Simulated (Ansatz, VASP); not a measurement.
SnSe2: VASP beside Ansatz

```xyz
3
Lattice="3.8759 0.0000 0.0000 -1.9380 3.3566 0.0000 0.0000 0.0000 6.7862" Properties=species:S:1:pos:R:3 pbc="T T T"
Sn    0.0000    0.0000    0.0000
Se    0.0000    2.2378    1.5902
Se    1.9380    1.1189    5.1959
```

Alike in both runs: functional PBE; k mesh 6 × 6 × 4; occupations gaussian, width 0.1 eV; no spin polarisation.

Ansatz relaxed the structure, and its values are those at the end. VASP's run is a single point on that final structure, the one shown.

|  | VASP | Ansatz |
| --- | --- | --- |
| version | VASP 6.6.1 | Ansatz 0.2.0 |
| potentials or method | VASP PAW PBE potentials, release 64 (Sn_d, Se), cutoff 520 eV | scalar-relativistic, plane waves, PAW |
| valence electrons in the cell | 26 | 46 |

```tsv
	VASP	Ansatz	Ansatz less VASP
gap on the k mesh at the Fermi level (eV)	0.70	0.71	+0.002
least direct gap on the mesh (eV)	1.11	1.11	+0.003
pressure (GPa)	0.2	0.1	-0.05
rms of the force components (eV/Å)	0.012	0.007	-0.0056
```

VASP's potentials hold 26 valence electrons a cell and Ansatz's 46, so a difference there can come from the potentials and not from the codes.
